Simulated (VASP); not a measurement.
A run of VASP 6.6.1:

INCAR

```
PREC = Accurate
ENCUT = 600
EDIFF = 1E-6
ISMEAR = 0
SIGMA = 0.1
LREAL = False
LASPH = True
NELM = 80
ALGO = Normal
ISIF = 3
LWAVE = False
LCHARG = False
GGA = PE
IBRION = 2
NSW = 90
EDIFFG = -0.04
```

File KPOINTS:

```
regular mesh
0
Gamma
  4 4 4
```

Contents of POSCAR:

```
Mg3SnN2
1.0
   -2.7859453200      2.7859453200      3.4775487700
    2.7859453200     -2.7859453200      3.4775487700
    2.7859453200      2.7859453200     -3.4775487700
Mg Sn N
3 1 2
Direct
    0.5000000000      0.0000000000      0.5000000000
    0.0000000000      0.5000000000      0.5000000000
    0.5000000000      0.5000000000      0.0000000000
    0.0000000000      0.0000000000      0.0000000000
    0.7393380500      0.7393380500      0.0000000000
    0.2606619500      0.2606619500      0.0000000000
```

Potentials or basis: VASP PAW PBE potentials, release 64 (Mg, Sn_d, N).

Command:

```console
$ cat potpaw_PBE.64/Mg/POTCAR potpaw_PBE.64/Sn_d/POTCAR potpaw_PBE.64/N/POTCAR > POTCAR
$ mpirun -np 1 vasp_std > vasp.out
```

Hardware: 1 thread of Intel(R) Xeon(R) Platinum 8259CL CPU @ 2.50GHz (Skylake/Cascade Lake) (shared host).

Question: Estimate the wall time of this run.

Answer: Run time: 9.8 min on 1 thread of Intel(R) Xeon(R) Platinum 8259CL CPU @ 2.50GHz (Skylake/Cascade Lake) (shared host), peak memory 0.28 GiB. Counts: scf iterations 106, k points 13, ion steps 12.
